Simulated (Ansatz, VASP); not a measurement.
TaBiO in VASP and in Ansatz

```xyz
6
Lattice="3.5109 0.0000 0.0000 0.0000 3.5109 0.0000 0.0000 0.0000 9.9106" Properties=species:S:1:pos:R:3 pbc="T T T"
Ta    0.0000    1.7555    8.7062
Ta    1.7555    0.0000    1.2044
Bi    1.7555    0.0000    6.7913
Bi    0.0000    1.7555    3.1193
O     1.7555    1.7555    0.0000
O     0.0000    0.0000    0.0000
```

Alike in both runs: functional PBE; k mesh 6 × 6 × 2; occupations gaussian, width 0.1 eV; collinear spin.

Ansatz relaxed the structure, and its values are those at the end. VASP's run is a single point on that final structure, the one shown.

|  | VASP | Ansatz |
| --- | --- | --- |
| version | VASP 6.6.1 | Ansatz 0.2.0 |
| potentials or method | VASP PAW PBE potentials, release 64 (Ta_pv, Bi_d, O), cutoff 520 eV | scalar-relativistic, plane waves, PAW |
| valence electrons in the cell | 64 | 68 |

|  | VASP | Ansatz | Ansatz less VASP |
| --- | --- | --- | --- |
| gap on the k mesh at the Fermi level (eV) | none | none | - |
| pressure (GPa) | 0.3 | 0.1 | -0.15 |
| rms of the force components (eV/Å) | 0.023 | 0.004 | -0.0187 |
| net moment per atom (μB) | 0.21 | 0.21 | 0.000 |
| size of the moment on the site where the two differ most (μB) | 0.51 | 0.29 | -0.212 |

Site moments also hang on the region over which each program counts them. A gap of «none» marks a metal or a gap that the smearing closes. VASP's potentials hold 64 valence electrons a cell and Ansatz's 68, so a difference there can come from the potentials and not from the codes.

Spin-orbit coupling is off throughout.
